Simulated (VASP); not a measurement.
The system is Al2O3.

```
Al O
1.0
     3.01748    0.00000    0.00000
    -1.50874    2.61322    0.00000
     0.00000    0.00000    7.57464
Al O
2 3
Direct
  0.00000 0.00000 0.27795
  0.00000 0.00000 0.72205
  0.33333 0.66667 0.19945
  0.66667 0.33333 0.80055
  0.00000 0.00000 0.50000
```

```yaml
Program: VASP 6.6.1
Task: relaxation of cell and atoms
Functional: r2SCAN
Potentials_or_basis: VASP PAW PBE potentials, release 64 (Al, O)
Cutoff: 600 eV
k_mesh: 7 × 7 × 3
Occupations: gaussian, width 0.01 eV
Spin: no spin polarisation
```

At the start: pressure -5.8 GPa; volume 11.95 Å³/atom.

**Question.** Where does the relaxation end?

**Answer.** Over 7 steps the energy falls by 7.9 meV/atom and the volume is 11.57 Å³/atom (-3.2 %); space group P-3m1 (No. 164, to 0.1 Å) before and after.

The path:
```
step  energy change (eV)  largest force (eV/Å)  pressure (GPa)  volume (Å³)
   1              0.0000                0.4153           -5.81        59.73
   2              0.0066                0.5822            6.99        56.06
   3             -0.0383                0.2109           -0.05        57.92
   4             -0.0338                0.4967            0.05        57.73
   5             -0.0394                0.0141           -0.04        57.86
   6             -0.0394                0.0128           -0.04        57.86
   7             -0.0394                0.0031            0.00        57.85
```

Final structure:
```xyz
5
Lattice="2.9837 0.0000 0.0000 -1.4918 2.5839 0.0000 0.0000 0.0000 7.5030" Properties=species:S:1:pos:R:3 pbc="T T T"
Al   -1.4918    2.5839    2.0853
Al    0.0000    0.0000    5.4177
O     0.0000    1.7226    1.5064
O     1.4918    0.8613    5.9966
O     2.9837    0.0000    3.7515
```

Caveat: the PAW data sets were made with another functional, which shifts forces and pressure a little.
